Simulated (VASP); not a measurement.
# TiC (Fm-3m) in VASP: single point with PBE

Aim: the single point of TiC with PBE.

Program: VASP 6.6.1. These are calculated values, not measurements. Logs are shortened: lines on timing, memory, paths and dates and some standing lists are left out, and cuts for length are marked.

### Step 1. The cell of the first run

It takes space group Fm-3m (No. 225, cubic). Conventional cell: a = 4.333 Å, b = 4.333 Å, c = 4.333 Å, α = 90.00°, β = 90.00°, γ = 90.00°. Ti (site symmetry m-3m) has 6 C at 2.17 Å within 2.9 Å. Within 2.9 Å of C (site symmetry m-3m) lie 6 Ti at 2.17 Å.

### Step 2. Single point, PBE

The input, INCAR:

```
SYSTEM = TiC
PREC = Accurate
ENCUT = 520
EDIFF = 1E-7
ISMEAR = 0
SIGMA = 0.1
LREAL = .FALSE.
LASPH = .TRUE.
NELM = 100
ALGO = Normal
ISIF = 2
LWAVE = .FALSE.
LCHARG = .FALSE.
GGA = PE
NBANDS = 15
```

The input, KPOINTS:

```
regular mesh
0
G
  22 22 22
  0 0 0
```

The input, POSCAR:

```
TiC
1.0
    0.0000000000      2.1664017924      2.1664017924
    2.1664017924      0.0000000000      2.1664017924
    2.1664017924      2.1664017924      0.0000000000
Ti C
1 1
Direct
    0.5000000000      0.5000000000      0.5000000000
    0.0000000000      0.0000000000      0.0000000000
```

Potentials or basis: VASP PAW PBE potentials, release 64 (Ti_sv, C).

Started as:

```
$ cat potpaw_PBE.64/Ti_sv/POTCAR potpaw_PBE.64/C/POTCAR > POTCAR
$ mpirun -np 1 vasp_std > vasp.out
```

OUTCAR:

```text
SYSTEM = TiC
   PREC = Accurate
   ENCUT = 520
   EDIFF = 1E-7
   ISMEAR = 0
   LREAL = .FALSE.
   LASPH = .TRUE.
   NELM = 100
   ISIF = 2
   GGA = PE

 ion  position               nearest neighbor table
   1  0.500  0.500  0.500-   2 2.17   2 2.17   2 2.17   2 2.17   2 2.17   2 2.17
   2  0.000  0.000  0.000-   1 2.17   1 2.17   1 2.17   1 2.17   1 2.17   1 2.17

  LATTYP: Found a face centered cubic cell.
 ALAT       =     4.3328035848

  Lattice vectors:

 A1 = (   0.0000000000,   2.1664017924,   2.1664017924)
 A2 = (   2.1664017924,   0.0000000000,   2.1664017924)
 A3 = (   2.1664017924,   2.1664017924,   0.0000000000)

Analysis of symmetry for initial positions (statically):
=====================================================================
 Subroutine PRICEL returns:
 Original cell was already a primitive cell.

 Routine SETGRP: Setting up the symmetry group for a
 face centered cubic supercell.

 Subroutine GETGRP returns: Found 48 space group operations
 (whereof 48 operations were pure point group operations)
 out of a pool of 48 trial point group operations.

The static configuration has the point symmetry O_h .

Analysis of symmetry for dynamics (positions and initial velocities):
=====================================================================
 Subroutine PRICEL returns:
 Original cell was already a primitive cell.

 Routine SETGRP: Setting up the symmetry group for a
 face centered cubic supercell.

 Subroutine GETGRP returns: Found 48 space group operations
 (whereof 48 operations were pure point group operations)
 out of a pool of 48 trial point group operations.

The dynamic configuration has the point symmetry O_h .

 Subroutine INISYM returns: Found 48 space group operations
 (whereof 48 operations are pure point group operations),
 and found     1 'primitive' translations

----------------------------------------------------------------------------------------

                                     Primitive cell

  volume of cell :      20.3351

  direct lattice vectors                    reciprocal lattice vectors
     0.000000000  2.166401792  2.166401792    -0.230797446  0.230797446  0.230797446
     2.166401792  0.000000000  2.166401792     0.230797446 -0.230797446  0.230797446
     2.166401792  2.166401792  0.000000000     0.230797446  0.230797446 -0.230797446

  length of vectors
     3.063754796  3.063754796  3.063754796     0.399752902  0.399752902  0.399752902

  position of ions in fractional coordinates (direct lattice)
     0.500000000  0.500000000  0.500000000
     0.000000000  0.000000000  0.000000000

  ion indices of the primitive-cell ions
   primitive index   ion index
                 1           1
                 2           2

----------------------------------------------------------------------------------------

 KPOINTS: regular mesh

Automatic generation of k-mesh.
 Grid dimensions read from file:
 generate k-points for:   22   22   22

 Generating k-lattice:

  Cartesian coordinates                     Fractional coordinates (reciprocal lattice)
    -0.010490793  0.010490793  0.010490793     0.045454545  0.000000000  0.000000000
     0.010490793 -0.010490793  0.010490793     0.000000000  0.045454545  0.000000000
     0.010490793  0.010490793 -0.010490793     0.000000000  0.000000000  0.045454545

  Length of vectors
     0.018170586  0.018170586  0.018170586

  Shift w.r.t. Gamma in fractional coordinates (k-lattice)
     0.000000000  0.000000000  0.000000000

 Subroutine IBZKPT returns following result:
 ===========================================

 Found    328 irreducible k-points:

 Following reciprocal coordinates:
            Coordinates               Weight
  0.000000  0.000000  0.000000      1.000000
  0.045455  0.000000  0.000000      8.000000
  0.090909  0.000000  0.000000      8.000000
  0.136364  0.000000  0.000000      8.000000
  0.181818  0.000000  0.000000      8.000000
  0.227273  0.000000  0.000000      8.000000
[... 16 lines left out ...]
  0.500000  0.045455  0.000000     24.000000
 -0.454545  0.045455  0.000000     24.000000
 [... further k-points ...]
   k-points           NKPTS =    328   k-points in BZ     NKDIM =    328   number of bands    NBANDS=     15
   number of dos      NEDOS =    301   number of ions     NIONS =      2
   total plane-waves  NPLWV =  13824
   dimension x,y,z NGX =    24 NGY =   24 NGZ =   24
   dimension x,y,z NGXF=    48 NGYF=   48 NGZF=   48
   ions per type =               1   1
   NGX,Y,Z   is equivalent  to a cutoff of  13.02, 13.02, 13.02 a.u.
   NGXF,Y,Z  is equivalent  to a cutoff of  26.05, 26.05, 26.05 a.u.
 SYSTEM =  TiC
   PREC   = accura    normal or accurate (medium, high low for compatibility)
   ISTART =      0    job   : 0-new  1-cont  2-samecut
   ICHARG =      2    charge: 1-file 2-atom 10-const
   ISPIN  =      1    spin polarized calculation?
   LNONCOLLINEAR =      F non collinear calculations
   LSORBIT =      F    spin-orbit coupling
   LASPH  =      T    aspherical Exc in radial PAW
   ENCUT  =  520.0 eV  38.22 Ry    6.18 a.u.   5.70  5.70  5.70*2*pi/ulx,y,z
   NELM   =    100;   NELMIN=  2; NELMDL= -5     # of ELM steps
   EDIFF  = 0.1E-06   stopping-criterion for ELM
   LREAL  =      F    real-space projection
   EDIFFG = 0.1E-05   stopping-criterion for IOM
   NSW    =      0    number of steps for IOM
   IBRION =     -1    ionic relax: 0-MD 1-quasi-New 2-CG
   NFREE  =      0    steps in history (QN), initial steepest desc. (CG)
   ISIF   =      2    stress and relaxation
   ISYM   =      2    0-nonsym 1-usesym 2-fastsym
   POTIM  = 0.5000    time-step for ionic-motion
   TEBEG  =    0.0;   TEEND  =   0.0 temperature during run
   PSTRESS=    0.0 pullay stress
   NELECT =      16.0000    total number of electrons
   NUPDOWN=      -1.0000    fix difference up-down
   EMIN   =  10.00;   EMAX   =-10.00  energy-range for DOS
   EFERMI =   0.00;   METHOD = LEGACY
   ISMEAR =     0;   SIGMA  =   0.10  broadening in eV -4-tet -1-fermi 0-gaus
   EFERMI_NEDOS =   21; number of points for ismear=-14 and -15
   IALGO  =     38    algorithm
   IMIX   =      4    mixing-type and parameters
     AMIX     =   0.40;   BMIX     =  1.00
     AMIX_MAG =   1.60;   BMIX_MAG =  1.00
  volume/ion in A,a.u.               =      10.17        68.61
  Fermi-wavevector in a.u.,A,eV,Ry     =   1.511353  2.856042 31.078250  2.284187
  Thomas-Fermi vector in A             =   2.621421
   LORBIT       =      0    0 simple, 1 ext, 2 COOP (PROOUT), +10 PAW based schemes
   GGA     = PE    functional components
   LHFCALC =     F    Hartree Fock is set to
   AEXX    =    0.0000 exact exchange contribution
   IVDW    =     0    specifies the selected vdW correction
   LEPSILON=     F    determine dielectric tensor
   LRPA    =     F    only Hartree local field effects (RPA)
 non-spin polarized calculation
 Gauss-broadening in eV      SIGMA  =   0.10
  energy-cutoff  :      520.00
  volume of cell :       20.34
 maximum number of plane-waves:       568
   NGX = 11   NGY = 11   NGZ = 11

 number of electron      16.0000000 magnetization

 Free energy of the ion-electron system (eV)
  ---------------------------------------------------
  ext. energy  EPLUGINS =         0.00000000
  ---------------------------------------------------
  free energy    TOTEN  =       -18.71017692 eV

  energy without entropy =      -18.70881740  energy(sigma->0) =      -18.70949716

 E-fermi :   9.3957     XC(G=0): -12.6929

 val. band max:        9.3799496615   @ k =   0.4545   0.4091   0.0000
 cond. band min:       9.4048220088   @ k =   0.3636   0.3182   0.0455
 fundamental gap:      0.0248723473
 Fermi energy:         9.3957039065

 k-point     1 :       0.0000    0.0000    0.0000
  band No.  band energies     occupation
      1     -47.1908      2.00000
      2     -23.2154      2.00000
      3     -23.2154      2.00000
      4     -23.2154      2.00000
      5      -2.9910      2.00000
      6      10.0943      0.00000
      7      10.0943      0.00000
      8      10.0943      0.00000
      9      11.0776      0.00000
     10      11.0776      0.00000
     11      11.0776      0.00000
     12      11.1118      0.00000
     13      11.1118      0.00000
     14      19.8698      0.00000
     15      23.4296      0.00000

 k-point     2 :       0.0455    0.0000    0.0000
  band No.  band energies     occupation
      1     -47.1894      2.00000
      2     -23.2258      2.00000
      3     -23.2164      2.00000
      4     -23.2164      2.00000
      5      -2.9442      2.00000
      6       9.8377      0.00000
      7      10.0147      0.00000
      8      10.0147      0.00000
      9      10.5207      0.00000
     10      10.5207      0.00000
     11      11.2242      0.00000
     12      11.8166      0.00000
     13      11.8166      0.00000
     14      19.9568      0.00000
     15      23.4508      0.00000

 k-point     3 :       0.0909    0.0000    0.0000
  band No.  band energies     occupation
      1     -47.1851      2.00000
      2     -23.2560      2.00000
      3     -23.2192      2.00000
      4     -23.2192      2.00000
      5      -2.8052      2.00000
      6       9.2806      1.89645
      7       9.5565      0.02295
      8       9.5565      0.02295
      9      10.4188      0.00000
     10      10.4188      0.00000
     11      11.4712      0.00000
     12      12.5783      0.00000
     13      12.5783      0.00000
     14      20.1922      0.00000
     15      23.4846      0.00000

 k-point     4 :       0.1364    0.0000    0.0000
  band No.  band energies     occupation
      1     -47.1784      2.00000
      2     -23.3034      2.00000
      3     -23.2237      2.00000
      4     -23.2237      2.00000
      5      -2.5786      2.00000
      6       8.5943      2.00000
      7       8.9734      2.00000
      8       8.9734      2.00000
      9      10.5511      0.00000
     10      10.5511      0.00000
     11      11.6985      0.00000
     12      13.3540      0.00000
     13      13.3540      0.00000
     14      20.4965      0.00000
     15      23.4770      0.00000
[... 307 lines left out ...]
 k-point    22 :       0.4545    0.0455    0.0000
  band No.  band energies     occupation
      1     -47.1203      2.00000
      2     -23.6890      2.00000
      3     -23.2661      2.00000
      4     -23.2657      2.00000
      5       0.2212      2.00000
      6       3.9110      2.00000
      7       6.5473      2.00000
      8       6.6384      2.00000
      9      12.1118      0.00000
     10      12.2860      0.00000
     11      13.3362      0.00000
     12      17.1498      0.00000
     13      17.3066      0.00000
     14      18.1836      0.00000
     15      24.4329      0.00000

 k-point    23 :       0.5000    0.0455    0.0000
  band No.  band energies     occupation
      1     -47.1179      2.00000
      2     -23.7047      2.00000
      3     -23.2694      2.00000
      4     -23.2657      2.00000
      5       0.4483      2.00000
      6       3.6367      2.00000
      7       6.5037      2.00000
      8       6.5468      2.00000
      9      12.2554      0.00000
     10      12.3218      0.00000
     11      13.4607      0.00000
     12      17.2695      0.00000
     13      17.4215      0.00000
     14      17.9853      0.00000
     15      24.2308      0.00000

 k-point    24 :      -0.4545    0.0455    0.0000
  band No.  band energies     occupation
      1     -47.1183      2.00000
      2     -23.7014      2.00000
      3     -23.2711      2.00000
      4     -23.2633      2.00000
      5       0.4007      2.00000
      6       3.6936      2.00000
      7       6.5350      2.00000
      8       6.5404      2.00000
      9      12.2524      0.00000
     10      12.2924      0.00000
     11      13.4325      0.00000
     12      17.1737      0.00000
     13      17.5220      0.00000
     14      17.9742      0.00000
     15      24.2638      0.00000

 [... further k-points ...]
[... 5 lines left out ...]
  --------------------------------------------------------------------------------------
  -------------------------------------------------------------------------------------
  Total        0.0289407      0.0289407      0.0289407      0.0000000      0.0000000     -0.0000000
  in kB        2.2802013      2.2802013      2.2802013      0.0000000      0.0000000     -0.0000000
  external PRESSURE =       2.2802013 kB  Pullay stress =       0.0000000 kB

 VOLUME and BASIS-vectors are now :
 -----------------------------------------------------------------------------
  energy-cutoff  :      520.00
  volume of cell :       20.34
      direct lattice vectors                 reciprocal lattice vectors
     0.000000000  2.166401792  2.166401792    -0.230797446  0.230797446  0.230797446
     2.166401792  0.000000000  2.166401792     0.230797446 -0.230797446  0.230797446
     2.166401792  2.166401792  0.000000000     0.230797446  0.230797446 -0.230797446

 POSITION                                       TOTAL-FORCE (eV/Angst)
 -----------------------------------------------------------------------------------
      2.16640      2.16640      2.16640         0.000000      0.000000      0.000000
      0.00000      0.00000      0.00000        -0.000000     -0.000000     -0.000000
 -----------------------------------------------------------------------------------
    total drift:                               -0.000000     -0.000000      0.000000

  FREE ENERGIE OF THE ION-ELECTRON SYSTEM (eV)
  ---------------------------------------------------
  free  energy   TOTEN  =       -18.7101769191 eV

  energy  without entropy=      -18.7088174040  energy(sigma->0) =      -18.70949716
```

Wall time 39 s (1 thread of Intel Xeon 6975P-C (Granite Rapids), shared host); peak memory 0.22 GiB.

What came out:

```
Free energy            : -18.7102 eV
Pressure               : 0.2 GPa
Band gap on the k mesh : zero (band 8 reaches 10.09 eV, above the bottom of band 9 at 8.99 eV)
```

Levels at points of the mesh, in eV from the Fermi level:
| k point | band 5 | band 6 | band 7 | band 8 | band 9 | band 10 | band 11 | band 12 |
| --- | --- | --- | --- | --- | --- | --- | --- | --- |
| (0.00, 0.00, 0.00) | -12.39 | 0.70 | 0.70 | 0.70 | 1.68 | 1.68 | 1.68 | 1.72 |
| (0.50, 0.00, 0.00) | -8.91 | -5.83 | -2.88 | -2.88 | 2.92 | 2.92 | 4.10 | 8.15 |
| (0.50, 0.50, 0.00) | -10.10 | -3.42 | -1.61 | -0.03 | -0.03 | 2.71 | 3.52 | 3.52 |
